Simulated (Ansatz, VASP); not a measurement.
**TaSi2: VASP beside Ansatz**

```
CELL_PARAMETERS angstrom
4.47533 0.00000 0.00000
-2.23767 4.12314 0.00000
0.00000 0.00000 6.55614
ATOMIC_POSITIONS crystal
Ta 0.50000 0.00000 0.00000
Ta 0.50000 0.50000 0.66667
Ta 0.00000 0.50000 0.33333
Si 0.15928 0.31857 0.00000
Si 0.84072 0.15928 0.66667
Si 0.68143 0.84072 0.33333
Si 0.84072 0.68143 0.00000
Si 0.15928 0.84072 0.66667
Si 0.31857 0.15928 0.33333
```

Change from the starting cell: strain -0.0600 x Voigt [1, 0, 0, 0, 0, 0], atoms carried along.

Alike in both runs: task single point; functional PBEsol; k mesh 12 × 12 × 6; occupations gaussian, width 0.15 eV; no spin polarisation.

|  | VASP | Ansatz |
| --- | --- | --- |
| version | VASP 6.6.1 | Ansatz 0.2.0 |
| potentials or method | VASP PAW PBE potentials, release 64 (Ta_pv, Si), cutoff 520 eV | scalar-relativistic, plane waves, PAW |
| valence electrons in the cell | 57 | 63 |

VASP gave:

```
gap on the k mesh at the Fermi level (eV)                     : none
pressure (GPa)                                                : 14.5
traceless stress, the component that is largest in VASP (GPa) : 15.11
rms of the force components (eV/Å)                            : 0.140
```

Task: Which values does Ansatz return?

Result: gap on the k mesh at the Fermi level (eV): none; pressure (GPa): 14.0; traceless stress, the component that is largest in VASP (GPa): 15.12; rms of the force components (eV/Å): 0.140.

VASP's potentials were made for PBE, not for PBEsol. Atom by atom the forces differ by 0.002 eV/Å (rms over components). A gap of «none» marks a metal or a gap that the smearing closes. VASP's potentials hold 57 valence electrons a cell and Ansatz's 63, so a difference there can come from the potentials and not from the codes.

Neither program's run includes spin-orbit coupling.
